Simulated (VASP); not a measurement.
# BaTiO3 (Amm2) in VASP: single point with PBEsol

Aim: the single point of BaTiO3 with PBEsol.

Program: VASP 6.6.1. These are calculated values, not measurements. Logs are shortened: lines on timing, memory, paths and dates and some standing lists are left out, and cuts for length are marked.

## (1) The cell of the first run

The structure is orthorhombic, space group Amm2 (No. 38). Conventional cell: a = 3.989 Å, b = 5.683 Å, c = 5.703 Å, α = 90.00°, β = 90.00°, γ = 90.00°. Within 3.7 Å of Ba (site symmetry mm2) lie 12 O at 2.79 to 2.91 Å and 8 Ti at 3.41 to 3.55 Å. Within 2.6 Å of Ti (site symmetry mm2) lie 6 O at 1.92 to 2.10 Å. Within 2.6 Å of O (site symmetry mm2) lie 2 Ti at 2.00 Å. O (site symmetry m) has 2 Ti at 1.92 to 2.10 Å within 2.6 Å.

## (2) Single point, PBEsol

File POSCAR:

```
BaTiO3
1.0
   -3.9892311300      0.0000000000      0.0000000000
    0.0000000000     -2.8416482100      2.8513692400
    0.0000000000      2.8416482100      2.8513692400
Ba Ti O
1 1 3
Direct
    0.0000000000      0.0000000000      0.0000000000
    0.5000000000      0.5143000000      0.5143000000
    0.0000000000      0.4890000000      0.4890000000
    0.5000000000      0.9922300000      0.5044300000
    0.5000000000      0.5044300000      0.9922300000
```

File INCAR.step1:

```
SYSTEM = BaTiO3
  PREC = Accurate
  ENCUT = 1000
  EDIFF = 1E-6
  ISMEAR = -1
  SIGMA = 0.114
  LREAL = .False.
  LASPH = .True.
  NELM = 120
  ALGO = Normal
  ISIF = 2
  LWAVE = .False.
  LCHARG = .True.
  LMAXMIX = 4
  GGA = PS
  NBANDS = 28
  GGA_COMPAT = .False.
  NEDOS = 2001
  LORBIT = 11
```

File KPOINTS.step1:

```
Automatic mesh
0
Gamma
  7 6 6
  0 0 0
```

File INCAR.step2:

```
SYSTEM = BaTiO3
  PREC = Accurate
  ENCUT = 1000
  EDIFF = 1E-6
  ISMEAR = -5
  SIGMA = 0.114
  LREAL = .False.
  LASPH = .True.
  NELM = 120
  ALGO = Normal
  ISIF = 2
  LWAVE = .False.
  LCHARG = .False.
  LMAXMIX = 4
  GGA = PS
  LORBIT = 11
  NBANDS = 28
  NEDOS = 1001
  ICHARG = 11
  GGA_COMPAT = .False.
```

File KPOINTS.step2:

```
Automatic mesh
0
Gamma
  11 9 9
  0 0 0
```

Potentials or basis: VASP PAW PBE potentials, release 64 (Ba_sv, Ti_sv, O_h).

Command:

```bash
> cat potpaw_PBE.64/Ba_sv/POTCAR potpaw_PBE.64/Ti_sv/POTCAR potpaw_PBE.64/O_h/POTCAR > POTCAR
> cp INCAR.step1 INCAR
> cp KPOINTS.step1 KPOINTS
> mpirun -np 1 vasp_std > vasp.out
> cp INCAR.step2 INCAR
> cp KPOINTS.step2 KPOINTS
> mpirun -np 1 vasp_std > vasp.out
```

OUTCAR:

```text
SYSTEM = BaTiO3
   PREC = Accurate
   ENCUT = 1000
   EDIFF = 1E-6
   ISMEAR = -5
   LREAL = .False.
   LASPH = .True.
   NELM = 120
   ISIF = 2
   GGA = PS
   LORBIT = 11
   ICHARG = 11

 ion  position               nearest neighbor table
   1  0.000  0.000  0.000-   3 2.79   4 2.82   5 2.82   4 2.82   5 2.82   3 2.84   3 2.84   5 2.85
                             4 2.85   4 2.85   5 2.85   3 2.91   2 3.41   2 3.41   2 3.47   2 3.47
   2  0.500  0.514  0.514-   4 1.92   5 1.92   3 2.00   3 2.00   4 2.10   5 2.10   1 3.41   1 3.41
                             1 3.47   1 3.47   1 3.47   1 3.47   1 3.55   1 3.55
   3  0.000  0.489  0.489-   2 2.00   2 2.00   1 2.79   1 2.84   1 2.84   1 2.91
   4  0.500  0.992  0.504-   2 1.92   2 2.10   1 2.82   1 2.82   1 2.85   1 2.85
   5  0.500  0.504  0.992-   2 1.92   2 2.10   1 2.82   1 2.82   1 2.85   1 2.85

  LATTYP: Found a base centered orthorhombic cell.
 ALAT       =     5.6832964200
 B/A-ratio  =     1.0034209125
 C/A-ratio  =     0.7019220599

  Lattice vectors:

 A1 = (   0.0000000000,  -2.8416482100,  -2.8513692400)
 A2 = (   0.0000000000,  -2.8416482100,   2.8513692400)
 A3 = (  -3.9892311300,   0.0000000000,   0.0000000000)

Analysis of symmetry for initial positions (statically):
=====================================================================
 Subroutine PRICEL returns:
 Original cell was already a primitive cell.

 Routine SETGRP: Setting up the symmetry group for a
 base centered orthorhombic supercell.

 Subroutine GETGRP returns: Found  4 space group operations
 (whereof  4 operations were pure point group operations)
 out of a pool of  8 trial point group operations.

The static configuration has the point symmetry C_2v.

Analysis of symmetry for dynamics (positions and initial velocities):
=====================================================================
 Subroutine PRICEL returns:
 Original cell was already a primitive cell.

 Routine SETGRP: Setting up the symmetry group for a
 base centered orthorhombic supercell.

 Subroutine GETGRP returns: Found  4 space group operations
 (whereof  4 operations were pure point group operations)
 out of a pool of  8 trial point group operations.

The dynamic configuration has the point symmetry C_2v.

 Subroutine INISYM returns: Found  4 space group operations
 (whereof  4 operations are pure point group operations),
 and found     1 'primitive' translations

----------------------------------------------------------------------------------------

                                     Primitive cell

  volume of cell :      64.6462

  direct lattice vectors                    reciprocal lattice vectors
    -3.989231130  0.000000000  0.000000000    -0.250674871  0.000000000  0.000000000
     0.000000000 -2.841648210  2.851369240     0.000000000 -0.175954222  0.175354350
     0.000000000  2.841648210  2.851369240     0.000000000  0.175954222  0.175354350

  length of vectors
     3.989231130  4.025577113  4.025577113     0.250674871  0.248413036  0.248413036

  position of ions in fractional coordinates (direct lattice)
     0.000000000  0.000000000  0.000000000
     0.500000000  0.514300000  0.514300000
     0.000000000  0.489000000  0.489000000
     0.500000000  0.992230000  0.504430000
     0.500000000  0.504430000  0.992230000

  ion indices of the primitive-cell ions
   primitive index   ion index
                 1           1
                 2           2
                 3           3
                 4           4
                 5           5

----------------------------------------------------------------------------------------

 KPOINTS: Automatic mesh

Automatic generation of k-mesh.
 Grid dimensions read from file:
 generate k-points for:   11    9    9

 Generating k-lattice:

  Cartesian coordinates                     Fractional coordinates (reciprocal lattice)
    -0.022788625  0.000000000  0.000000000     0.090909091  0.000000000  0.000000000
     0.000000000 -0.019550469  0.019483817     0.000000000  0.111111111  0.000000000
     0.000000000  0.019550469  0.019483817     0.000000000  0.000000000  0.111111111

  Length of vectors
     0.022788625  0.027601448  0.027601448

  Shift w.r.t. Gamma in fractional coordinates (k-lattice)
     0.000000000  0.000000000  0.000000000

 TETIRR: Found   1340 inequivalent tetrahedra from     5346

 Subroutine IBZKPT returns following result:
 ===========================================

 Found    150 irreducible k-points:

 Following reciprocal coordinates:
            Coordinates               Weight
  0.000000  0.000000  0.000000      1.000000
  0.090909  0.000000  0.000000      2.000000
  0.181818  0.000000  0.000000      2.000000
  0.272727  0.000000  0.000000      2.000000
  0.363636  0.000000  0.000000      2.000000
  0.454545  0.000000  0.000000      2.000000
[... 16 lines left out ...]
  0.363636  0.333333  0.000000      8.000000
  0.454545  0.333333  0.000000      8.000000
 [... further k-points ...]
   k-points           NKPTS =    150   k-points in BZ     NKDIM =    150   number of bands    NBANDS=     28
   number of dos      NEDOS =   1001   number of ions     NIONS =      5
   total plane-waves  NPLWV =  74088
   dimension x,y,z NGX =    42 NGY =   42 NGZ =   42
   dimension x,y,z NGXF=    84 NGYF=   84 NGZF=   84
   ions per type =               1   1   3
   NGX,Y,Z   is equivalent  to a cutoff of  17.50, 17.34, 17.34 a.u.
   NGXF,Y,Z  is equivalent  to a cutoff of  35.01, 34.69, 34.69 a.u.
 SYSTEM =  BaTiO3
   PREC   = accura    normal or accurate (medium, high low for compatibility)
   ISTART =      0    job   : 0-new  1-cont  2-samecut
   ICHARG =     11    charge: 1-file 2-atom 10-const
   ISPIN  =      1    spin polarized calculation?
   LNONCOLLINEAR =      F non collinear calculations
   LSORBIT =      F    spin-orbit coupling
   LASPH  =      T    aspherical Exc in radial PAW
   ENCUT  = 1000.0 eV  73.50 Ry    8.57 a.u.  10.29 10.38 10.38*2*pi/ulx,y,z
   NELM   =    120;   NELMIN=  2; NELMDL=  0     # of ELM steps
   EDIFF  = 0.1E-05   stopping-criterion for ELM
   LREAL  =      F    real-space projection
   EDIFFG = 0.1E-04   stopping-criterion for IOM
   NSW    =      0    number of steps for IOM
   IBRION =     -1    ionic relax: 0-MD 1-quasi-New 2-CG
   NFREE  =      0    steps in history (QN), initial steepest desc. (CG)
   ISIF   =      2    stress and relaxation
   ISYM   =      2    0-nonsym 1-usesym 2-fastsym
   POTIM  = 0.5000    time-step for ionic-motion
   TEBEG  =    0.0;   TEEND  =   0.0 temperature during run
   PSTRESS=    0.0 pullay stress
   NELECT =      40.0000    total number of electrons
   NUPDOWN=      -1.0000    fix difference up-down
   EMIN   =  10.00;   EMAX   =-10.00  energy-range for DOS
   EFERMI =   0.00;   METHOD = LEGACY
   ISMEAR =    -5;   SIGMA  =   0.11  broadening in eV -4-tet -1-fermi 0-gaus
   EFERMI_NEDOS =   21; number of points for ismear=-14 and -15
   IALGO  =     38    algorithm
   IMIX   =      4    mixing-type and parameters
     AMIX     =   0.40;   BMIX     =  1.00
     AMIX_MAG =   1.60;   BMIX_MAG =  1.00
  volume/ion in A,a.u.               =      12.93        87.25
  Fermi-wavevector in a.u.,A,eV,Ry     =   1.395020  2.636206 26.478045  1.946081
  Thomas-Fermi vector in A             =   2.518513
   LORBIT       =     11    0 simple, 1 ext, 2 COOP (PROOUT), +10 PAW based schemes
   GGA     = PS    functional components
   LHFCALC =     F    Hartree Fock is set to
   AEXX    =    0.0000 exact exchange contribution
   IVDW    =     0    specifies the selected vdW correction
   LEPSILON=     F    determine dielectric tensor
   LRPA    =     F    only Hartree local field effects (RPA)
 non-spin polarized calculation
 Fermi weights with tetrahedron method with Bloechl corrections
  energy-cutoff  :     1000.00
  volume of cell :       64.65
 maximum number of plane-waves:      4670
 NGX is ok and might be reduce to    42

 number of electron      39.9999996 magnetization

 Free energy of the ion-electron system (eV)
  ---------------------------------------------------
  ext. energy  EPLUGINS =         0.00000000
  ---------------------------------------------------
  free energy    TOTEN  =       -42.00093972 eV

  energy without entropy =      -42.00093972  energy(sigma->0) =      -42.00093972

 E-fermi :   3.9773     XC(G=0): -11.4737

 val. band max:        3.9402826692   @ k =   0.4545   0.4444   0.4444
 cond. band min:       5.7991642739   @ k =   0.0000   0.0000   0.0000
 fundamental gap:      1.8588816047
 Fermi energy:         3.9773439355

 k-point     1 :       0.0000    0.0000    0.0000
  band No.  band energies     occupation
      1     -52.3290      2.00000
      2     -28.6678      2.00000
      3     -28.6664      2.00000
      4     -28.6494      2.00000
      5     -20.8055      2.00000
      6     -12.8117      2.00000
[... 20 lines left out ...]
     27       8.9341      0.00000
     28      11.0594      0.00000

 k-point     2 :       0.0909    0.0000    0.0000
  band No.  band energies     occupation
      1     -52.3289      2.00000
      2     -28.6677      2.00000
      3     -28.6662      2.00000
      4     -28.6538      2.00000
      5     -20.7960      2.00000
      6     -12.8133      2.00000
[... 20 lines left out ...]
     27       9.0984      0.00000
     28      11.2646      0.00000

 k-point     3 :       0.1818    0.0000    0.0000
  band No.  band energies     occupation
      1     -52.3287      2.00000
      2     -28.6672      2.00000
      3     -28.6664      2.00000
      4     -28.6649      2.00000
      5     -20.7704      2.00000
      6     -12.8358      2.00000
[... 20 lines left out ...]
     27       9.5353      0.00000
     28      11.8824      0.00000

 k-point     4 :       0.2727    0.0000    0.0000
  band No.  band energies     occupation
      1     -52.3284      2.00000
      2     -28.6810      2.00000
      3     -28.6666      2.00000
      4     -28.6650      2.00000
      5     -20.7363      2.00000
      6     -12.8977      2.00000
[... 20 lines left out ...]
     27      10.1685      0.00000
     28      12.2300      0.00000

 k-point     5 :       0.3636    0.0000    0.0000
  band No.  band energies     occupation
      1     -52.3281      2.00000
      2     -28.6950      2.00000
      3     -28.6660      2.00000
      4     -28.6645      2.00000
      5     -20.7045      2.00000
      6     -12.9752      2.00000
[... 20 lines left out ...]
     27      10.8963      0.00000
     28      12.1476      0.00000

 k-point     6 :       0.4545    0.0000    0.0000
  band No.  band energies     occupation
      1     -52.3280      2.00000
      2     -28.7033      2.00000
      3     -28.6657      2.00000
      4     -28.6642      2.00000
      5     -20.6854      2.00000
      6     -13.0268      2.00000
[... 463 lines left out ...]
      5     -20.6935      2.00000
      6     -12.8382      2.00000
[... 20 lines left out ...]
     27      11.2489      0.00000
     28      12.6173      0.00000

 k-point    22 :       0.2727    0.3333    0.0000
  band No.  band energies     occupation
      1     -52.3277      2.00000
      2     -28.7029      2.00000
      3     -28.6789      2.00000
      4     -28.6644      2.00000
      5     -20.6682      2.00000
      6     -12.7362      2.00000
[... 20 lines left out ...]
     27      11.9472      0.00000
     28      12.4471      0.00000

 k-point    23 :       0.3636    0.3333    0.0000
  band No.  band energies     occupation
      1     -52.3274      2.00000
      2     -28.7020      2.00000
      3     -28.6926      2.00000
      4     -28.6638      2.00000
      5     -20.6446      2.00000
      6     -12.6607      2.00000
[... 20 lines left out ...]
     27      12.2946      0.00000
     28      12.7498      0.00000

 k-point    24 :       0.4545    0.3333    0.0000
  band No.  band energies     occupation
      1     -52.3273      2.00000
      2     -28.7016      2.00000
      3     -28.7007      2.00000
      4     -28.6635      2.00000
      5     -20.6305      2.00000
      6     -12.6298      2.00000
[... 20 lines left out ...]
     27      12.1241      0.00000
     28      13.2849      0.00000

 [... further k-points ...]

------------------------ aborting loop because EDIFF is reached ----------------------------------------

  FORCE on cell =-STRESS in cart. coord.  units (eV):
  Direction    XX          YY          ZZ          XY          YZ          ZX
  --------------------------------------------------------------------------------------
  -------------------------------------------------------------------------------------
  Total       -1.0205889     -1.0123531     -1.2588948      0.0000000      0.0000000      0.0000000
  in kB      -25.2940538    -25.0899407    -31.2001769      0.0000000      0.0000000      0.0000000
  external PRESSURE =     -27.1947238 kB  Pullay stress =       0.0000000 kB

 VOLUME and BASIS-vectors are now :
 -----------------------------------------------------------------------------
  energy-cutoff  :     1000.00
  volume of cell :       64.65
      direct lattice vectors                 reciprocal lattice vectors
    -3.989231130  0.000000000  0.000000000    -0.250674871  0.000000000  0.000000000
     0.000000000 -2.841648210  2.851369240     0.000000000 -0.175954222  0.175354350
     0.000000000  2.841648210  2.851369240     0.000000000  0.175954222  0.175354350

 POSITION                                       TOTAL-FORCE (eV/Angst)
 -----------------------------------------------------------------------------------
      0.00000      0.00000      0.00000         0.000000      0.000000      0.194476
     -1.99462      0.00000      2.93292         0.000000      0.000000      0.194303
      0.00000      0.00000      2.78864         0.000000      0.000000      0.194021
     -1.99462     -1.38616      4.26753         0.000000      0.070067     -0.291400
     -1.99462      1.38616      4.26753         0.000000     -0.070067     -0.291400
 -----------------------------------------------------------------------------------
    total drift:                               -0.000000      0.000001      0.002015

  FREE ENERGIE OF THE ION-ELECTRON SYSTEM (eV)
  ---------------------------------------------------
  free  energy   TOTEN  =       -42.0009397223 eV

  energy  without entropy=      -42.0009397223  energy(sigma->0) =      -42.00093972

 total charge

# of ion       s       p       d       tot
------------------------------------------
    1        2.003   5.632   0.331   7.966
    2        2.215   6.271   1.728  10.214
    3        1.036   2.308   0.000   3.345
    4        1.037   2.308   0.000   3.345
    5        1.037   2.308   0.000   3.345
--------------------------------------------------
tot          7.327  18.827   2.059  28.213
```

It took 8.1 min on 1 thread of Intel Xeon Platinum 8488C (Sapphire Rapids), shared host; peak memory 0.78 GiB.

What came out:

```yaml
Valence_electrons_inside_the_program's_atomic_spheres: Ba 7.97; Ti 10.21; O 3.35
```

Caveat: the PAW data sets were made with another functional, which shifts forces and pressure a little; spin-orbit coupling is left out, which moves the levels of the heavy elements.
